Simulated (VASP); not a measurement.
Input of a VASP 6.6.1 run:

File INCAR:

```
SYSTEM = Au
PREC = Accurate
ENCUT = 520
EDIFF = 1E-7
ISMEAR = -1
SIGMA = 0.05
LREAL = .False.
LASPH = .True.
NELM = 100
ALGO = Normal
ISIF = 2
LWAVE = .False.
LCHARG = .False.
LDIPOL = .True.
IDIPOL = 3
DIPOL = 0.5 0.5 0.500
NBANDS = 36
```

Contents of KPOINTS:

```
regular mesh
0
Gamma
  13 13 1
  0 0 0
```

File POSCAR:

```
Au
1.0
    2.8626073071      0.0000000000      0.0000000000
   -1.4313036535      2.4790906490      0.0000000000
    0.0000000000      0.0000000000     25.3492000000
Au
5
Direct
    0.8333333333      0.1666666667      0.3153937010
    0.1666666667      0.8333333333      0.4081121168
    0.5000000000      0.5000000000      0.5000000010
    0.8333333333      0.1666666667      0.5918878817
    0.1666666667      0.8333333333      0.6846062996
```

Potentials or basis: VASP PAW LDA potentials, release 64 (Au).

The run is started by

```sh
$ cat potpaw_LDA.64/Au/POTCAR > POTCAR
$ mpirun -np 1 vasp_std > vasp.out
```

(1) Predict the band gap on the k mesh.

(2) What does it give for the largest force?

## Answers

(1) zero (an odd number of electrons rules out a gap without spin polarisation).

(2) 0.023 eV/Å.

Caveat: spin-orbit coupling is left out, which moves the levels of the heavy elements.
